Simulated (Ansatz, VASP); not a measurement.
**PbS: VASP beside Ansatz**

The input INCAR:

```
SYSTEM = PbS
  PREC = Accurate
  ENCUT = 520
  EDIFF = 1E-6
  ISMEAR = 0
  SIGMA = 0.1
  LREAL = .False.
  LASPH = .True.
  NELM = 100
  ALGO = Normal
  ISIF = 2
  LWAVE = .False.
  LCHARG = .False.
  GGA = PE
  NBANDS = 28
```

KPOINTS

```
regular mesh
0
Gamma
  4 4 4
  0 0 0
```

File POSCAR:

```
PbS
1.0
    0.0000000000     -4.2490685301      0.0000000000
    2.1245342651     -2.1245342651     -3.0054084493
    6.3736027952     -2.1245342651      3.0054084493
Pb S
2 2
Direct
    0.1261525484      0.6215423548      0.1261525484
    0.6261525484      0.1215423548      0.6261525484
    0.3738474516      0.8784576452      0.3738474516
    0.8738474516      0.3784576452      0.8738474516
```

Input for Ansatz:

```yaml
crystal:
  lattice:
    - [0.0, -4.2490685301, 0.0]
    - [2.1245342651, -2.1245342651, -3.0054084493]
    - [6.3736027952, -2.1245342651, 3.0054084493]
  atoms:
    - { symbol: Pb, position: [0.1261525484, 0.6215423548, 0.1261525484] }
    - { symbol: Pb, position: [0.6261525484, 0.1215423548, 0.6261525484] }
    - { symbol: S, position: [0.3738474516, 0.8784576452, 0.3738474516] }
    - { symbol: S, position: [0.8738474516, 0.3784576452, 0.8738474516] }
basis:
  ecutwfc: 420
kpoints:
  mp_grid: { grid: [4, 4, 4] }
hamiltonian:
  xc: pbe
scf:
  occupations: { method: gaussian, width: 0.1 }
  lower_state_search: "off"
output:
  forces: true
  stress: true
  eigenvalues: true
```

Alike in both runs: task single point; functional PBE; k mesh 4 × 4 × 4; occupations gaussian, width 0.1 eV; no spin polarisation.

|  | VASP | Ansatz |
| --- | --- | --- |
| version | VASP 6.6.1 | Ansatz 0.2.0 |
| potentials or method | VASP PAW PBE potentials, release 64 (Pb_d, S), cutoff 520 eV | scalar-relativistic, plane waves, PAW |
| valence electrons in the cell | 40 | 40 |

```csv
,VASP,Ansatz,Ansatz less VASP
gap on the k mesh at the Fermi level (eV),0.51,0.50,-0.006
least direct gap on the mesh (eV),0.51,0.50,-0.006
pressure (GPa),-0.1,0.0,+0.06
rms of the force components (eV/Å),0.004,0.004,+0.0002
```

Atom by atom the forces differ by 0.000 eV/Å (rms over components).

The k mesh is coarse, so the values compare programs but aren't converged. Spin-orbit coupling is off throughout.
